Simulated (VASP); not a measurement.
# AlN (Cmc2_1) in VASP: notebook, part 2 of 2

VASP 6.6.1.

## (4) Single point, PBEsol (atoms displaced along a vibrational mode)

INCAR reads:

```
SYSTEM = AlN
  PREC = Accurate
  ENCUT = 520
  EDIFF = 1E-6
  ISMEAR = 0
  SIGMA = 0.05
  LREAL = .FALSE.
  LASPH = .TRUE.
  NELM = 60
  ALGO = Normal
  ISIF = 2
  LWAVE = .FALSE.
  LCHARG = .FALSE.
  GGA = PS
  NBANDS = 26
```

KPOINTS reads:

```
regular mesh
0
G
  8 8 8
  0 0 0
```

POSCAR reads:

```
AlN
1.0
   -3.1135599857      0.0000000000      0.0000000000
    0.0000000000      5.3928440876      0.0000000000
    1.5567799928     -2.6964220438     -4.9833504711
Al N
4 4
Direct
    0.9992425391      0.3373909551      0.9984850782
    0.4992425391      0.8373909551      0.9984850782
    0.2492425391      0.9110941231      0.4984850782
    0.7492425391      0.4110941231      0.4984850782
    0.8082596863      0.1519771472      0.6165193726
    0.3082596863      0.6519771472      0.6165193726
    0.0582596863      0.7145422254      0.1165193726
    0.5582596863      0.2145422254      0.1165193726
```

Potentials or basis: VASP PAW PBE potentials, release 64 (Al, N).

The run is started by

```
$ cat potpaw_PBE.64/Al/POTCAR potpaw_PBE.64/N/POTCAR > POTCAR
$ mpirun -np 1 vasp_std > vasp.out
```

OUTCAR:

```text
SYSTEM = AlN
   PREC = Accurate
   ENCUT = 520
   EDIFF = 1E-6
   ISMEAR = 0
   LREAL = .FALSE.
   LASPH = .TRUE.
   NELM = 60
   ISIF = 2
   GGA = PS

 ion  position               nearest neighbor table
   1  0.999  0.337  0.998-   7 1.81   5 1.90   8 1.93   8 1.93   3 3.04   4 3.04   3 3.09   4 3.09
                             4 3.09   3 3.09   2 3.11   2 3.11   2 3.11   2 3.11
   2  0.499  0.837  0.998-   8 1.81   6 1.90   7 1.93   7 1.93   4 3.04   3 3.04   3 3.09   4 3.09
                             3 3.09   4 3.09   1 3.11   1 3.11   1 3.11   1 3.11
   3  0.249  0.911  0.498-   6 1.81   7 1.90   5 1.93   5 1.93   2 3.04   1 3.04   2 3.09   1 3.09
                             1 3.09   2 3.09   4 3.11   4 3.11   4 3.11   4 3.11
   4  0.749  0.411  0.498-   5 1.81   8 1.90   6 1.93   6 1.93   1 3.04   2 3.04   1 3.09   2 3.09
                             2 3.09   1 3.09   3 3.11   3 3.11   3 3.11   3 3.11
   5  0.808  0.152  0.617-   4 1.81   1 1.90   3 1.93   3 1.93
   6  0.308  0.652  0.617-   3 1.81   2 1.90   4 1.93   4 1.93
   7  0.058  0.715  0.117-   1 1.81   3 1.90   2 1.93   2 1.93
   8  0.558  0.215  0.117-   2 1.81   4 1.90   1 1.93   1 1.93

  LATTYP: Found a body centered orthorhombic cell.
[... 221 lines left out ...]
      1      -9.1159      2.00000
      2      -6.9362      2.00000
      3      -6.7333      2.00000
      4      -6.7333      2.00000
      5      -0.0039      2.00000
      6       0.2867      2.00000
[... 685 lines left out ...]
     25      16.9613      0.00000
     26      17.0073      0.00000

 [... further k-points ...]

------------------------ aborting loop because EDIFF is reached ----------------------------------------

  FORCE on cell =-STRESS in cart. coord.  units (eV):
  Direction    XX          YY          ZZ          XY          YZ          ZX
  --------------------------------------------------------------------------------------
  -------------------------------------------------------------------------------------
  Total       -2.9245959      4.3589148      0.2459942      0.0000000      0.0000000      0.0000000
  in kB      -55.9989547     83.4627003      4.7101945      0.0000000      0.0000000      0.0000000
  external PRESSURE =      10.7246467 kB  Pullay stress =       0.0000000 kB

 VOLUME and BASIS-vectors are now :
 -----------------------------------------------------------------------------
  energy-cutoff  :      520.00
  volume of cell :       83.68
      direct lattice vectors                 reciprocal lattice vectors
    -3.113559986  0.000000000  0.000000000    -0.321175762  0.000000000 -0.100334103
     0.000000000  5.392844088  0.000000000     0.000000000  0.185430912 -0.100334103
     1.556779993 -2.696422044 -4.983350471     0.000000000  0.000000000 -0.200668206

 POSITION                                       TOTAL-FORCE (eV/Angst)
 -----------------------------------------------------------------------------------
     -1.55678     -0.87284     -4.97580         0.000000     -1.294995      0.114067
     -0.00000      1.82358     -4.97580         0.000000     -1.294995      0.114067
     -0.00000      3.56926     -2.48413         0.000000      1.294995      0.114067
     -1.55678      0.87284     -2.48413         0.000000      1.294995      0.114067
     -1.55678     -0.84281     -3.07233        -0.000000     -1.437365     -0.114067
     -0.00000      1.85361     -3.07233        -0.000000     -1.437365     -0.114067
     -0.00000      3.53923     -0.58066        -0.000000      1.437365     -0.114067
     -1.55678      0.84281     -0.58066        -0.000000      1.437365     -0.114067
 -----------------------------------------------------------------------------------
    total drift:                               -0.000038      0.000026      0.000560

  FREE ENERGIE OF THE ION-ELECTRON SYSTEM (eV)
  ---------------------------------------------------
  free  energy   TOTEN  =       -62.4078815286 eV

  energy  without entropy=      -62.4078815286  energy(sigma->0) =      -62.40788153
```

OSZICAR:

```text
N       E                     dE             d eps       ncg     rms          rms(c)
DAV:   1     0.107005019132E+03    0.10701E+03   -0.14733E+04  4940   0.111E+03
DAV:   2    -0.619824643141E+02   -0.16899E+03   -0.15866E+03  6702   0.227E+02
DAV:   3    -0.713281164838E+02   -0.93457E+01   -0.92933E+01  6678   0.544E+01
DAV:   4    -0.714101020492E+02   -0.81986E-01   -0.81940E-01  5816   0.588E+00
DAV:   5    -0.714112440341E+02   -0.11420E-02   -0.11417E-02  6636   0.693E-01    0.167E+01
DAV:   6    -0.625153515535E+02    0.88959E+01   -0.27192E+01  6146   0.277E+01    0.605E+00
DAV:   7    -0.624816784128E+02    0.33673E-01   -0.13838E+00  5932   0.609E+00    0.407E+00
DAV:   8    -0.624176642534E+02    0.64014E-01   -0.16854E-01  5830   0.278E+00    0.681E-01
DAV:   9    -0.624073660094E+02    0.10298E-01   -0.38293E-02  6602   0.102E+00    0.352E-01
DAV:  10    -0.624080320161E+02   -0.66601E-03   -0.29670E-03  5710   0.291E-01    0.203E-01
DAV:  11    -0.624078814527E+02    0.15056E-03   -0.38210E-04  5902   0.115E-01    0.383E-02
DAV:  12    -0.624078827702E+02   -0.13174E-05   -0.12586E-05  6308   0.223E-02    0.164E-02
DAV:  13    -0.624078815177E+02    0.12525E-05   -0.45134E-06  5752   0.124E-02    0.222E-03
DAV:  14    -0.624078815286E+02   -0.10887E-07   -0.31532E-07  3056   0.363E-03
   1 F= -.62407882E+02 E0= -.62407882E+02  d E =-.291216E-14
```

Run time: 68 s. Hardware: 1 thread of Intel Xeon 6975P-C (Granite Rapids), shared host; peak memory 0.29 GiB.

What came out:

* Free energy: -62.4079 eV
* Pressure: 1.1 GPa
* Largest force: 1.442 eV/Å
* Band gap on the k mesh: 4.09 eV

Forces on the atoms (eV/Å):
```
Al   0.000 -1.295  0.114
Al   0.000 -1.295  0.114
Al   0.000  1.295  0.114
Al   0.000  1.295  0.114
N    0.000 -1.437 -0.114
N    0.000 -1.437 -0.114
N    0.000  1.437 -0.114
N    0.000  1.437 -0.114
```

Caveat: the cell differs from its parent crystal (atoms displaced along a vibrational mode); the PAW data sets were made with another functional, which shifts forces and pressure a little. A k mesh can miss the band edges.

## (5) Single point, PBEsol (atoms displaced along a vibrational mode)

INCAR reads:

```
PREC = Accurate
ENCUT = 520
EDIFF = 1E-6
ISMEAR = 0
SIGMA = 0.05
LREAL = F
LASPH = T
NELM = 100
ALGO = Normal
ISIF = 2
LWAVE = F
LCHARG = F
GGA = PS
NBANDS = 26
```

KPOINTS reads:

```
Automatic mesh
0
Gamma
  8 8 8
```

POSCAR reads:

```
AlN
1.0
   -3.1135599857      0.0000000000      0.0000000000
    0.0000000000      5.3928440876      0.0000000000
    1.5567799928     -2.6964220438     -4.9833504711
Al N
4 4
Direct
    0.9992461428      0.3301719348      0.9984922856
    0.4992461428      0.8301719348      0.9984922856
    0.2492461428      0.9183203507      0.4984922856
    0.7492461428      0.4183203507      0.4984922856
    0.8082527445      0.1363940141      0.6165054891
    0.3082527445      0.6363940141      0.6165054891
    0.0582527445      0.7301114750      0.1165054891
    0.5582527445      0.2301114750      0.1165054891
```

Potentials or basis: VASP PAW PBE potentials, release 64 (Al, N).

The run is started by

```
$ cat potpaw_PBE.64/Al/POTCAR potpaw_PBE.64/N/POTCAR > POTCAR
$ mpirun -np 1 vasp_std > vasp.out
```

OUTCAR:

```text
PREC = Accurate
   ENCUT = 520
   EDIFF = 1E-6
   ISMEAR = 0
   LREAL = F
   LASPH = T
   NELM = 100
   ISIF = 2
   GGA = PS

 ion  position               nearest neighbor table
   1  0.999  0.330  0.998-   8 1.87   8 1.87   5 1.90   7 1.93   4 3.06   3 3.06   4 3.06   3 3.06
                             3 3.09   4 3.09   2 3.11   2 3.11   2 3.11   2 3.11
   2  0.499  0.830  0.998-   7 1.87   7 1.87   6 1.90   8 1.93   3 3.06   4 3.06   3 3.06   4 3.06
                             4 3.09   3 3.09   1 3.11   1 3.11   1 3.11   1 3.11
   3  0.249  0.918  0.498-   5 1.87   5 1.87   7 1.90   6 1.93   2 3.06   1 3.06   1 3.06   2 3.06
                             1 3.09   2 3.09   4 3.11   4 3.11   4 3.11   4 3.11
   4  0.749  0.418  0.498-   6 1.87   6 1.87   8 1.90   5 1.93   1 3.06   2 3.06   2 3.06   1 3.06
                             2 3.09   1 3.09   3 3.11   3 3.11   3 3.11   3 3.11
   5  0.808  0.136  0.617-   3 1.87   3 1.87   1 1.90   4 1.93
   6  0.308  0.636  0.617-   4 1.87   4 1.87   2 1.90   3 1.93
   7  0.058  0.730  0.117-   2 1.87   2 1.87   3 1.90   1 1.93
   8  0.558  0.230  0.117-   1 1.87   1 1.87   4 1.90   2 1.93

  LATTYP: Found a body centered orthorhombic cell.
 ALAT       =     3.1135599857
 B/A-ratio  =     1.7320508076
 C/A-ratio  =     3.2010627667

  Lattice vectors:

 A1 = (  -1.5567799928,   2.6964220438,   4.9833504711)
 A2 = (   1.5567799929,  -2.6964220438,   4.9833504711)
 A3 = (   1.5567799928,   2.6964220438,  -4.9833504711)

Analysis of symmetry for initial positions (statically):
=====================================================================
 Subroutine PRICEL returns following result:

  LATTYP: Found a hexagonal cell.
 ALAT       =     3.1135599857
 C/A-ratio  =     1.6005313834

  Lattice vectors:

 A1 = (   3.1135599857,  -0.0000000000,   0.0000000000)
 A2 = (  -1.5567799929,  -2.6964220438,   0.0000000000)
 A3 = (  -0.0000000000,   0.0000000000,  -4.9833504711)

   2 primitive cells build up your supercell.

 Routine SETGRP: Setting up the symmetry group for a
 body centered orthorhombic supercell.

 Subroutine GETGRP returns: Found  4 space group operations
 (whereof  2 operations were pure point group operations)
 out of a pool of  8 trial point group operations.

The static configuration has the point symmetry C_1h.
 The point group associated with its full space group is C_2v.

Analysis of symmetry for dynamics (positions and initial velocities):
=====================================================================
 Subroutine PRICEL returns following result:

  LATTYP: Found a hexagonal cell.
 ALAT       =     3.1135599857
 C/A-ratio  =     1.6005313834

  Lattice vectors:

 A1 = (   3.1135599857,  -0.0000000000,   0.0000000000)
 A2 = (  -1.5567799929,  -2.6964220438,   0.0000000000)
 A3 = (  -0.0000000000,   0.0000000000,  -4.9833504711)

   2 primitive cells build up your supercell.

 Routine SETGRP: Setting up the symmetry group for a
 body centered orthorhombic supercell.

 Subroutine GETGRP returns: Found  4 space group operations
 (whereof  2 operations were pure point group operations)
 out of a pool of  8 trial point group operations.

The dynamic configuration has the point symmetry C_1h.
 The point group associated with its full space group is C_2v.

[... 62 lines left out ...]
  0.375000  0.000000  0.000000      4.000000
  0.500000  0.000000  0.000000      2.000000
  0.000000  0.125000  0.000000      4.000000
[... 16 lines left out ...]
  0.125000  0.375000  0.000000      8.000000
  0.250000  0.375000  0.000000      8.000000
 [... further k-points ...]
   k-points           NKPTS =     95   k-points in BZ     NKDIM =     95   number of bands    NBANDS=     26
   number of dos      NEDOS =    301   number of ions     NIONS =      8
   total plane-waves  NPLWV =  46080
   dimension x,y,z NGX =    24 NGY =   40 NGZ =   48
   dimension x,y,z NGXF=    48 NGYF=   80 NGZF=   96
   ions per type =               4   4
   NGX,Y,Z   is equivalent  to a cutoff of  12.81, 12.33, 13.58 a.u.
   NGXF,Y,Z  is equivalent  to a cutoff of  25.63, 24.66, 27.16 a.u.
 SYSTEM =  unknown system
   PREC   = accura    normal or accurate (medium, high low for compatibility)
   ISTART =      0    job   : 0-new  1-cont  2-samecut
   ICHARG =      2    charge: 1-file 2-atom 10-const
   ISPIN  =      1    spin polarized calculation?
   LNONCOLLINEAR =      F non collinear calculations
   LSORBIT =      F    spin-orbit coupling
   LASPH  =      T    aspherical Exc in radial PAW
   ENCUT  =  520.0 eV  38.22 Ry    6.18 a.u.   5.79 10.03 10.93*2*pi/ulx,y,z
   NELM   =    100;   NELMIN=  2; NELMDL= -5     # of ELM steps
   EDIFF  = 0.1E-05   stopping-criterion for ELM
   LREAL  =      F    real-space projection
   EDIFFG = 0.1E-04   stopping-criterion for IOM
   NSW    =      0    number of steps for IOM
   IBRION =     -1    ionic relax: 0-MD 1-quasi-New 2-CG
   NFREE  =      0    steps in history (QN), initial steepest desc. (CG)
   ISIF   =      2    stress and relaxation
   ISYM   =      2    0-nonsym 1-usesym 2-fastsym
   POTIM  = 0.5000    time-step for ionic-motion
   TEBEG  =    0.0;   TEEND  =   0.0 temperature during run
   PSTRESS=    0.0 pullay stress
   NELECT =      32.0000    total number of electrons
   NUPDOWN=      -1.0000    fix difference up-down
   EMIN   =  10.00;   EMAX   =-10.00  energy-range for DOS
   EFERMI =   0.00;   METHOD = LEGACY
   ISMEAR =     0;   SIGMA  =   0.05  broadening in eV -4-tet -1-fermi 0-gaus
   EFERMI_NEDOS =   21; number of points for ismear=-14 and -15
   IALGO  =     38    algorithm
   IMIX   =      4    mixing-type and parameters
     AMIX     =   0.40;   BMIX     =  1.00
     AMIX_MAG =   1.60;   BMIX_MAG =  1.00
  volume/ion in A,a.u.               =      10.46        70.58
  Fermi-wavevector in a.u.,A,eV,Ry     =   1.188300  2.245561 19.212190  1.412056
  Thomas-Fermi vector in A             =   2.324432
   LORBIT       =      0    0 simple, 1 ext, 2 COOP (PROOUT), +10 PAW based schemes
   GGA     = PS    functional components
   LHFCALC =     F    Hartree Fock is set to
   AEXX    =    0.0000 exact exchange contribution
   IVDW    =     0    specifies the selected vdW correction
   LEPSILON=     F    determine dielectric tensor
   LRPA    =     F    only Hartree local field effects (RPA)
 non-spin polarized calculation
 Gauss-broadening in eV      SIGMA  =   0.05
  energy-cutoff  :      520.00
  volume of cell :       83.68
 maximum number of plane-waves:      2272
   NGX = 11   NGY = 21   NGZ = 21

 number of electron      32.0000000 magnetization

 Free energy of the ion-electron system (eV)
  ---------------------------------------------------
  ext. energy  EPLUGINS =         0.00000000
  ---------------------------------------------------
  free energy    TOTEN  =       -62.57824318 eV

  energy without entropy =      -62.57824318  energy(sigma->0) =      -62.57824318

 E-fermi :   6.2702     XC(G=0): -11.1000

 val. band max:        6.0544021256   @ k =   0.0000   0.0000   0.0000
 cond. band min:      10.1609323980   @ k =   0.0000   0.0000   0.0000
 fundamental gap:      4.1065302725
 Fermi energy:         6.2702008847

 k-point     1 :       0.0000    0.0000    0.0000
  band No.  band energies     occupation
      1      -9.1111      2.00000
      2      -6.9309      2.00000
      3      -6.7454      2.00000
      4      -6.7454      2.00000
      5       0.0004      2.00000
      6       0.4610      2.00000
[... 685 lines left out ...]
     25      16.9131      0.00000
     26      16.9442      0.00000

 [... further k-points ...]

------------------------ aborting loop because EDIFF is reached ----------------------------------------

  FORCE on cell =-STRESS in cart. coord.  units (eV):
  Direction    XX          YY          ZZ          XY          YZ          ZX
  --------------------------------------------------------------------------------------
  -------------------------------------------------------------------------------------
  Total        1.7427871     -1.4683042      0.0250286      0.0000000      0.0000000      0.0000000
  in kB       33.3701677    -28.1144816      0.4792380      0.0000000      0.0000000      0.0000000
  external PRESSURE =       1.9116413 kB  Pullay stress =       0.0000000 kB

 VOLUME and BASIS-vectors are now :
 -----------------------------------------------------------------------------
  energy-cutoff  :      520.00
  volume of cell :       83.68
      direct lattice vectors                 reciprocal lattice vectors
    -3.113559986  0.000000000  0.000000000    -0.321175762  0.000000000 -0.100334103
     0.000000000  5.392844088  0.000000000     0.000000000  0.185430912 -0.100334103
     1.556779993 -2.696422044 -4.983350471     0.000000000  0.000000000 -0.200668206

 POSITION                                       TOTAL-FORCE (eV/Angst)
 -----------------------------------------------------------------------------------
     -1.55678     -0.91179     -4.97584         0.000000      0.511054      0.024886
     -0.00000      1.78463     -4.97584         0.000000      0.511054      0.024886
     -0.00000      3.60821     -2.48416         0.000000     -0.511054      0.024886
     -1.55678      0.91179     -2.48416         0.000000     -0.511054      0.024886
     -1.55678     -0.92681     -3.07226        -0.000000      0.574126     -0.024886
      0.00000      1.76961     -3.07226        -0.000000      0.574126     -0.024886
      0.00000      3.62323     -0.58059        -0.000000     -0.574126     -0.024886
     -1.55678      0.92681     -0.58059        -0.000000     -0.574126     -0.024886
 -----------------------------------------------------------------------------------
    total drift:                               -0.000030     -0.000009      0.000822

  FREE ENERGIE OF THE ION-ELECTRON SYSTEM (eV)
  ---------------------------------------------------
  free  energy   TOTEN  =       -62.5782431775 eV

  energy  without entropy=      -62.5782431775  energy(sigma->0) =      -62.57824318
```

Run time: 63 s. Hardware: 1 thread of Intel Xeon 6975P-C (Granite Rapids), shared host; peak memory 0.3 GiB.

Results:

```
Free energy            : -62.5782 eV
Pressure               : 0.2 GPa
Largest force          : 0.575 eV/Å
Band gap on the k mesh : 4.11 eV
```

Forces on the atoms (eV/Å):
```
Al   0.000  0.511  0.025
Al   0.000  0.511  0.025
Al   0.000 -0.511  0.025
Al   0.000 -0.511  0.025
N    0.000  0.574 -0.025
N    0.000  0.574 -0.025
N    0.000 -0.574 -0.025
N    0.000 -0.574 -0.025
```

Stress tensor (GPa, compression positive):
```
 3.34  0.00  0.00
 0.00 -2.81  0.00
 0.00  0.00  0.05
```

Caveat: the cell differs from its parent crystal (atoms displaced along a vibrational mode); the PAW data sets were made with another functional, which shifts forces and pressure a little.

## (6) Summary

```tsv
cell	gap on the mesh (eV)	pressure (GPa)	largest force (eV/Å)
as given, atomic positions A	4.07	1.4	1.29
as given, atomic positions B	4.11	0.2	0.67
as given, atomic positions C	4.09	1.1	1.44
as given, atomic positions D	4.11	0.2	0.57
```

Alike in all rows: task single point; level PBEsol; potentials or basis VASP PAW PBE potentials, release 64 (Al, N); no spin polarisation; k mesh 8 × 8 × 8; cutoff (eV) 520; smearing gaussian 0.05 eV.

Caveats: the PAW data sets were made with another functional, which shifts forces and pressure a little.

Total energies depend on the potentials used, so only differences within one code and one set of settings carry meaning.
